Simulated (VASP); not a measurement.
Crystal: Ge.

```
Ge
1.0
     4.02406    0.00000    0.00000
    -2.01203    3.48494    0.00000
     0.00000    0.00000    6.64308
Ge
4
Direct
  0.33333 0.66667 0.93710
  0.66667 0.33333 0.43710
  0.33333 0.66667 0.56290
  0.66667 0.33333 0.06290
```

This cell differs from its parent crystal: volume scaled by 1.02.

Base run:

| Item | Value |
| --- | --- |
| Program | VASP 6.6.1 |
| Functional | PBE |
| Potentials or basis | VASP PAW PBE potentials, release 64 (Ge_d) |
| Cutoff | 520 eV |
| k mesh | 8 × 8 × 4 |
| Occupations | fermi-dirac, width 0.05 eV |
| Spin | no spin polarisation |

Its results: band gap on the k mesh 0.20 eV, indirect (least direct gap 0.24 eV); pressure 1.5 GPa; largest force 0.010 eV/Å.

Task: The run is repeated on the same cell with these changes: functional from PBE to LDA; potentials or basis from VASP PAW PBE potentials, release 64 (Ge_d) to VASP PAW LDA potentials, release 64 (Ge_d). What comes out?

Result: Band gap on the k mesh 0.11 eV, indirect (least direct gap 0.19 eV); pressure -3.0 GPa; largest force 0.009 eV/Å.

A k mesh can miss the band edges.
